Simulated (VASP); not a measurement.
# TiBMoC2 (I-4m2) in VASP: a series of runs, part 2 of 2

VASP 6.6.1.

## Step 3: Single point, PBE

This run uses another cell than the first one, of 13.25 Å³/atom, 1.423 times its volume.

The input, INCAR:

```
PREC     = Accurate       # precision mode
ENCUT    = 520            # plane-wave cutoff, eV
EDIFF    = 1E-6           # SCF threshold, eV
ISMEAR   = 0              # smearing method
SIGMA    = 0.1            # smearing width, eV
LREAL    = False          # projectors in reciprocal space
LASPH    = True           # aspherical terms in the spheres
NELM     = 80             # most SCF steps
ALGO     = Normal         # electronic algorithm
ISIF     = 2              # what is computed and relaxed
LWAVE    = False          # write WAVECAR
LCHARG   = False          # write CHGCAR
GGA      = PE             # functional
NBANDS   = 26             # bands
```

The input, KPOINTS:

```
regular mesh
0
Gamma
  6 6 6
```

The input, POSCAR:

```
TiBMoC2
1.0
   -1.8874083100      1.8874083100      4.6502727700
    1.8874083100     -1.8874083100      4.6502727700
    1.8874083100      1.8874083100     -4.6502727700
Ti B Mo C
1 1 1 2
Direct
    0.0000000000      0.0000000000      0.0000000000
    0.7500000000      0.2500000000      0.5000000000
    0.2500000000      0.7500000000      0.5000000000
    0.6220780000      0.6220780000      0.0000000000
    0.3779220000      0.3779220000      0.0000000000
```

Potentials or basis: VASP PAW PBE potentials, release 64 (Ti_sv, B, Mo_sv, C).

Launch:

```
> cat potpaw_PBE.64/Ti_sv/POTCAR potpaw_PBE.64/B/POTCAR potpaw_PBE.64/Mo_sv/POTCAR potpaw_PBE.64/C/POTCAR > POTCAR
> mpirun -np 1 vasp_std > vasp.out
```

OUTCAR:

```text
PREC = Accurate
   ENCUT = 520
   EDIFF = 1E-6
   ISMEAR = 0
   LREAL = False
   LASPH = True
   NELM = 80
   ISIF = 2
   GGA = PE

 ion  position               nearest neighbor table
   1  0.000  0.000  0.000-   3 2.99   3 2.99   3 2.99   3 2.99
   2  0.750  0.250  0.500-   3 2.67   3 2.67   3 2.67   3 2.67
   3  0.250  0.750  0.500-   5 2.23   4 2.23   5 2.23   4 2.23   2 2.67   2 2.67   2 2.67   2 2.67
                             1 2.99   1 2.99   1 2.99   1 2.99
   4  0.622  0.622  0.000-   3 2.23   3 2.23
   5  0.378  0.378  0.000-   3 2.23   3 2.23

  LATTYP: Found a body centered tetragonal cell.
 ALAT       =     3.7748166200
 C/A-ratio  =     2.4638403600

  Lattice vectors:

 A1 = (  -1.8874083100,   1.8874083100,   4.6502727700)
 A2 = (   1.8874083100,  -1.8874083100,   4.6502727700)
 A3 = (   1.8874083100,   1.8874083100,  -4.6502727700)

Analysis of symmetry for initial positions (statically):
=====================================================================
 Subroutine PRICEL returns:
 Original cell was already a primitive cell.

 Routine SETGRP: Setting up the symmetry group for a
 body centered tetragonal supercell.

 Subroutine GETGRP returns: Found  8 space group operations
 (whereof  8 operations were pure point group operations)
 out of a pool of 16 trial point group operations.

The static configuration has the point symmetry D_2d.

Analysis of symmetry for dynamics (positions and initial velocities):
=====================================================================
 Subroutine PRICEL returns:
 Original cell was already a primitive cell.

 Routine SETGRP: Setting up the symmetry group for a
 body centered tetragonal supercell.

 Subroutine GETGRP returns: Found  8 space group operations
 (whereof  8 operations were pure point group operations)
 out of a pool of 16 trial point group operations.

[... 119 lines left out ...]
   EMIN   =  10.00;   EMAX   =-10.00  energy-range for DOS
   EFERMI =   0.00;   METHOD = LEGACY
   ISMEAR =     0;   SIGMA  =   0.10  broadening in eV -4-tet -1-fermi 0-gaus
   EFERMI_NEDOS =   21; number of points for ismear=-14 and -15
   IALGO  =     38    algorithm
   IMIX   =      4    mixing-type and parameters
     AMIX     =   0.40;   BMIX     =  1.00
     AMIX_MAG =   1.60;   BMIX_MAG =  1.00
  volume/ion in A,a.u.               =      13.25        89.43
  Fermi-wavevector in a.u.,A,eV,Ry     =   1.348089  2.547520 24.726480  1.817345
  Thomas-Fermi vector in A             =   2.475787
   LORBIT       =      0    0 simple, 1 ext, 2 COOP (PROOUT), +10 PAW based schemes
   GGA     = PE    functional components
   LHFCALC =     F    Hartree Fock is set to
   AEXX    =    0.0000 exact exchange contribution
   IVDW    =     0    specifies the selected vdW correction
   LEPSILON=     F    determine dielectric tensor
   LRPA    =     F    only Hartree local field effects (RPA)
 non-spin polarized calculation
 Gauss-broadening in eV      SIGMA  =   0.10
  energy-cutoff  :      520.00
  volume of cell :       66.26
 maximum number of plane-waves:      1794
   NGX = 19   NGY = 19   NGZ = 19

 number of electron      36.9999996 magnetization

 Free energy of the ion-electron system (eV)
  ---------------------------------------------------
  ext. energy  EPLUGINS =         0.00000000
  ---------------------------------------------------
  free energy    TOTEN  =       -37.03366514 eV

  energy without entropy =      -37.00897464  energy(sigma->0) =      -37.02131989

 E-fermi :   7.3385     XC(G=0): -11.3836

 val. band max:        7.3156112894   @ k =   0.3333   0.3333   0.0000
 cond. band min:       7.3478453078   @ k =  -0.1667   0.5000   0.1667
 fundamental gap:      0.0322340184
 Fermi energy:         7.3384810421

 k-point     1 :       0.0000    0.0000    0.0000
  band No.  band energies     occupation
      1     -53.8615      2.00000
      2     -50.4066      2.00000
      3     -27.9771      2.00000
      4     -27.9629      2.00000
      5     -27.9629      2.00000
      6     -26.6863      2.00000
[... 685 lines left out ...]
     25       9.9344      0.00000
     26      10.4691      0.00000

 [... further k-points ...]
[... 5 lines left out ...]
  --------------------------------------------------------------------------------------
  -------------------------------------------------------------------------------------
  Total      -16.3167464    -16.3167464     -9.4757178      0.0000000      0.0000000      0.0000000
  in kB     -394.5245204   -394.5245204   -229.1144906      0.0000000      0.0000000      0.0000000
  external PRESSURE =    -339.3878438 kB  Pullay stress =       0.0000000 kB

 VOLUME and BASIS-vectors are now :
 -----------------------------------------------------------------------------
  energy-cutoff  :      520.00
  volume of cell :       66.26
      direct lattice vectors                 reciprocal lattice vectors
    -1.887408310  1.887408310  4.650272770     0.000000000  0.264913531  0.107520575
     1.887408310 -1.887408310  4.650272770     0.264913531  0.000000000  0.107520575
     1.887408310  1.887408310 -4.650272770     0.264913531  0.264913531  0.000000000

 POSITION                                       TOTAL-FORCE (eV/Angst)
 -----------------------------------------------------------------------------------
      0.00000      0.00000      0.00000        -0.000000      0.000000      0.000000
     -0.00000      1.88741      2.32514        -0.000000      0.000000      0.000000
      1.88741     -0.00000      2.32514        -0.000000      0.000000     -0.000000
      0.00000      0.00000      5.78566         0.000000     -0.000000      0.622952
      0.00000      0.00000      3.51488         0.000000     -0.000000     -0.622952
 -----------------------------------------------------------------------------------
    total drift:                               -0.000000      0.000000      0.000000

  FREE ENERGIE OF THE ION-ELECTRON SYSTEM (eV)
  ---------------------------------------------------
  free  energy   TOTEN  =       -37.0336651434 eV

  energy  without entropy=      -37.0089746395  energy(sigma->0) =      -37.02131989
```

OSZICAR:

```text
N       E                     dE             d eps       ncg     rms          rms(c)
DAV:   1     0.375477209030E+03    0.37548E+03   -0.19136E+04  1560   0.146E+03
DAV:   2    -0.107450023136E+02   -0.38622E+03   -0.37634E+03  1622   0.431E+02
DAV:   3    -0.424506811321E+02   -0.31706E+02   -0.30729E+02  2552   0.110E+02
DAV:   4    -0.436564221403E+02   -0.12057E+01   -0.11943E+01  2048   0.187E+01
DAV:   5    -0.436971879277E+02   -0.40766E-01   -0.40723E-01  2452   0.347E+00    0.228E+01
DAV:   6    -0.443581649521E+02   -0.66098E+00   -0.13418E+02  2234   0.442E+01    0.270E+01
DAV:   7    -0.408079568971E+02    0.35502E+01   -0.13463E+02  2278   0.572E+01    0.135E+01
DAV:   8    -0.378888445867E+02    0.29191E+01   -0.11273E+01  2106   0.153E+01    0.743E+00
DAV:   9    -0.370567320697E+02    0.83211E+00   -0.39442E+00  2290   0.900E+00    0.234E+00
DAV:  10    -0.370630761284E+02   -0.63441E-02   -0.40814E-01  2350   0.346E+00    0.186E+00
DAV:  11    -0.370387499242E+02    0.24326E-01   -0.40710E-01  2210   0.271E+00    0.644E-01
DAV:  12    -0.370357552219E+02    0.29947E-02   -0.87281E-02  2268   0.118E+00    0.485E-01
DAV:  13    -0.370336848503E+02    0.20704E-02   -0.17536E-02  2162   0.572E-01    0.664E-02
DAV:  14    -0.370336633514E+02    0.21499E-04   -0.37071E-04  1826   0.111E-01    0.237E-02
DAV:  15    -0.370336656645E+02   -0.23132E-05   -0.35379E-05  2350   0.347E-02    0.130E-02
DAV:  16    -0.370336651434E+02    0.52115E-06   -0.56283E-06  1584   0.167E-02
   1 F= -.37033665E+02 E0= -.37021320E+02  d E =-.246905E-01
```

stdout:

```text
POSCAR found type information on POSCAR TiB MoC
 POSCAR found :  4 types and       5 ions
 scaLAPACK will be used
 LDA part: xc-table for (Slater+PW92), standard interpolation
 POSCAR, INCAR and KPOINTS ok, starting setup
 FFT: planning ... GRIDC
 FFT: planning ... GRID_SOFT
 FFT: planning ... GRID
 WAVECAR not read
 entering main loop
```

Run time: 61 s. Hardware: 1 thread of AMD EPYC 9R45 (Zen 5), shared host; peak memory 0.24 GiB.

Results:

```yaml
Free_energy: -37.0337 eV
Pressure: -33.9 GPa
Largest_force: 0.623 eV/Å
```

Forces on the atoms (eV/Å):
```
Ti   0.000  0.000  0.000
B    0.000  0.000  0.000
Mo   0.000  0.000  0.000
C    0.000  0.000  0.623
C    0.000  0.000 -0.623
```

Stress tensor (GPa, compression positive):
```
-39.45   0.00   0.00
  0.00 -39.45   0.00
  0.00   0.00 -22.91
```

Levels at points of the mesh, in eV from the Fermi level:
| k point | band 17 | band 18 | band 19 | band 20 | band 21 | band 22 |
| --- | --- | --- | --- | --- | --- | --- |
| (0.00, 0.00, 0.00) | -0.93 | -0.90 | -0.64 | 0.37 | 0.87 | 0.87 |
| (0.50, 0.00, 0.00) | -0.80 | -0.23 | -0.19 | 0.10 | 0.26 | 1.16 |
| (0.50, 0.50, 0.00) | -2.22 | -0.16 | -0.03 | 0.78 | 0.84 | 1.34 |
| (0.50, 0.50, 0.50) | -1.35 | -0.64 | -0.41 | 0.23 | 0.76 | 0.99 |

Caveat: the k points lie up to 0.39 Å⁻¹ apart.

## Step 4: Relaxation of cell and atoms, PBE

This run uses another cell than the first one, of 13.25 Å³/atom, 1.423 times its volume.

The input, INCAR:

```
ALGO = Normal
EDIFF = 1E-6
EDIFFG = -0.04
ENCUT = 600
GGA = PE
IBRION = 2
ISIF = 3
ISMEAR = 0
LASPH = True
LCHARG = False
LREAL = False
LWAVE = False
NELM = 60
NSW = 90
PREC = Accurate
SIGMA = 0.1
```

The input, KPOINTS:

```
k-points
0
Gamma
  6 6 6
```

POSCAR is that of step 3.

Launch:

```
> cat potpaw_PBE.64/Ti_sv/POTCAR potpaw_PBE.64/B/POTCAR potpaw_PBE.64/Mo_sv/POTCAR potpaw_PBE.64/C/POTCAR > POTCAR
> mpirun -np 1 vasp_std > vasp.out
```

Run time: 27 min. Hardware: 1 thread of AMD EPYC 9R45 (Zen 5), shared host; peak memory 0.36 GiB.

Results (log left out):

* Free energy: -43.2294 eV
* Relaxed volume: 9.31 Å³/atom
* Relaxed cell: a = 5.316 Å, b = 5.316 Å, c = 5.316 Å, α = 146.10°, β = 146.10°, γ = 48.69°
* Space group after relaxing (to 0.05 Å): I-4m2 (No. 119)
* Energy gained by relaxing: 1239.0 meV/atom
* Ionic steps: 22
* Pressure after relaxing: 0.3 GPa
* Largest force after relaxing: 0.032 eV/Å

Forces on the atoms (eV/Å):
```
Ti   0.000  0.000  0.000
B    0.000  0.000  0.000
Mo   0.000  0.000  0.000
C    0.000  0.000 -0.032
C    0.000  0.000  0.032
```

Stress tensor (GPa, compression positive):
```
0.16 0.00 0.00
0.00 0.16 0.00
0.00 0.00 0.66
```

Step by step:
```csv
step,energy change (eV),largest force (eV/Å),pressure (GPa),volume (Å³)
1,0.0000,0.6232,-34.00,66.26
2,-1.4272,4.2798,56.45,42.70
3,-2.4443,1.7228,2.29,50.00
4,-3.6872,3.3751,7.90,47.58
5,-4.2138,2.3025,43.44,42.72
6,-4.5621,3.3084,22.21,44.85
7,-5.0650,2.0150,8.43,46.44
8,-5.1253,1.6001,4.25,47.10
9,-5.1282,1.5254,3.46,47.24
10,-5.3393,1.8560,-2.81,47.77
11,-5.7712,2.1338,-15.72,49.28
12,-4.6774,7.2280,-11.14,51.89
13,-5.7614,2.1858,-17.25,49.55
14,-5.8092,1.7735,-19.92,50.22
15,-5.9046,1.0277,-17.07,49.76
16,-5.9259,0.1721,-14.46,49.43
17,-6.0091,0.2031,-11.92,48.80
18,-6.1632,0.2949,-2.78,46.93
19,-6.1797,0.3393,2.51,46.03
20,-6.1799,0.3338,1.97,46.13
21,-6.1861,0.2599,1.51,46.23
22,-6.1952,0.0318,0.33,46.53
```

Final structure:
```yaml
crystal:
  lattice:
    - [-1.54971, 1.54971, 4.84328]
    - [1.54971, -1.54971, 4.84328]
    - [1.54971, 1.54971, -4.84328]
  atoms:
    - { symbol: Ti, position: [0.00000, 0.00000, 0.00000] }
    - { symbol: B, position: [0.75000, 0.25000, 0.50000] }
    - { symbol: Mo, position: [0.25000, 0.75000, 0.50000] }
    - { symbol: C, position: [0.57565, 0.57565, 0.00000] }
    - { symbol: C, position: [0.42435, 0.42435, 0.00000] }
```

Levels at points of the mesh, in eV from the Fermi level:
| k point | band 15 | band 16 | band 17 | band 18 | band 19 | band 20 | band 21 | band 22 |
| --- | --- | --- | --- | --- | --- | --- | --- | --- |
| (0.00, 0.00, 0.00) | -3.93 | -2.19 | -2.17 | -2.17 | -0.47 | 0.62 | 0.83 | 0.83 |
| (0.50, 0.00, 0.00) | -4.62 | -4.38 | -1.85 | -1.13 | 0.17 | 0.89 | 0.90 | 1.57 |
| (0.50, 0.50, 0.00) | -4.39 | -3.62 | -2.86 | -2.69 | 1.53 | 1.77 | 1.80 | 2.37 |
| (0.50, 0.50, 0.50) | -4.14 | -3.26 | -3.26 | -1.92 | -0.36 | 0.96 | 1.21 | 1.21 |

Caveat: the k points lie up to 0.48 Å⁻¹ apart in the final cell; the volume moved by over 15 % at a fixed basis, so the end points are rough.

## Step 5: Single point, PBE

The input, INCAR:

```
SYSTEM = TiBMoC2
PREC = Accurate ; ENCUT = 520
EDIFF = 1E-6 ; ISMEAR = 0
SIGMA = 0.1 ; LREAL = .False.
LASPH = .True. ; NELM = 80
ALGO = Normal ; ISIF = 2
LWAVE = .False. ; LCHARG = .False.
GGA = PE ; NBANDS = 26
```

The input, KPOINTS:

```
regular mesh
0
Gamma
  16 16 16
  0 0 0
```

The input, POSCAR:

```
TiBMoC2
1.0
   -1.5489361578      1.5489361578      4.8470260554
    1.5489361578     -1.5489361578      4.8470260554
    1.5489361578      1.5489361578     -4.8470260554
Ti B Mo C
1 1 1 2
Direct
    0.0000000000      0.0000000000      0.0000000000
    0.7500000000      0.2500000000      0.5000000000
    0.2500000000      0.7500000000      0.5000000000
    0.5757448115      0.5757448115      0.0000000000
    0.4242551885      0.4242551885      0.0000000000
```

Launch:

```
> cat potpaw_PBE.64/Ti_sv/POTCAR potpaw_PBE.64/B/POTCAR potpaw_PBE.64/Mo_sv/POTCAR potpaw_PBE.64/C/POTCAR > POTCAR
> mpirun -np 1 vasp_std > vasp.out
```

Run time: 10 min. Hardware: 1 thread of AMD EPYC 9R45 (Zen 5), shared host; peak memory 0.56 GiB.

Results (log left out):

```yaml
Free_energy: -43.2137 eV
Pressure: 0.5 GPa
Largest_force: 0.045 eV/Å
```

Forces in eV/Å, atoms in the order of the input:
```
Ti   0.000  0.000  0.000
B    0.000  0.000  0.000
Mo   0.000  0.000  0.000
C    0.000  0.000  0.045
C    0.000  0.000 -0.045
```

Levels at points of the mesh, in eV from the Fermi level:
| k point | band 14 | band 15 | band 16 | band 17 | band 18 | band 19 | band 20 | band 21 | band 22 | band 23 |
| --- | --- | --- | --- | --- | --- | --- | --- | --- | --- | --- |
| (0.00, 0.00, 0.00) | -4.27 | -3.94 | -2.19 | -2.17 | -2.17 | -0.47 | 0.62 | 0.83 | 0.83 | 1.10 |
| (0.50, 0.00, 0.00) | -6.00 | -4.62 | -4.39 | -1.86 | -1.14 | 0.17 | 0.88 | 0.89 | 1.57 | 1.93 |
| (0.50, 0.50, 0.00) | -6.52 | -4.40 | -3.62 | -2.87 | -2.69 | 1.53 | 1.76 | 1.79 | 2.20 | 2.36 |
| (0.50, 0.50, 0.50) | -4.13 | -4.13 | -3.26 | -3.26 | -1.93 | -0.36 | 0.95 | 1.22 | 1.22 | 1.90 |

## Step 6: Overview

| task | cell | k mesh | cutoff (eV) | gap on the mesh (eV) | pressure (GPa) | largest force (eV/Å) |
| --- | --- | --- | --- | --- | --- | --- |
| single point | a = 5.323 Å, angles 146.2, 146.2, 48.6°, 5 atoms | 6 × 6 × 6 | 520 | none | 0.3 | 0.05 |
| single point | a = 5.362 Å, angles 138.8, 138.8, 59.7°, 5 atoms | 6 × 6 × 6 | 520 | none | -33.9 | 0.62 |
| relaxation of cell and atoms | relaxed from a = 5.362 Å, angles 138.8, 138.8, 59.7°, 5 atoms | 6 × 6 × 6 | 600 | none | 0.3 | 0.03 |
| single point | a = 5.319 Å, angles 146.1, 146.1, 48.6°, 5 atoms | 16 × 16 × 16 | 520 | none | 0.5 | 0.05 |

Alike in all rows: level PBE; potentials or basis VASP PAW PBE potentials, release 64 (Ti_sv, B, Mo_sv, C); no spin polarisation; smearing gaussian 0.1 eV.

Caveats: some runs use coarse meshes; the volume moved by over 15 % at a fixed basis, so the end points are rough (some runs).

Absolute energies hang on the potentials; compare differences alone.
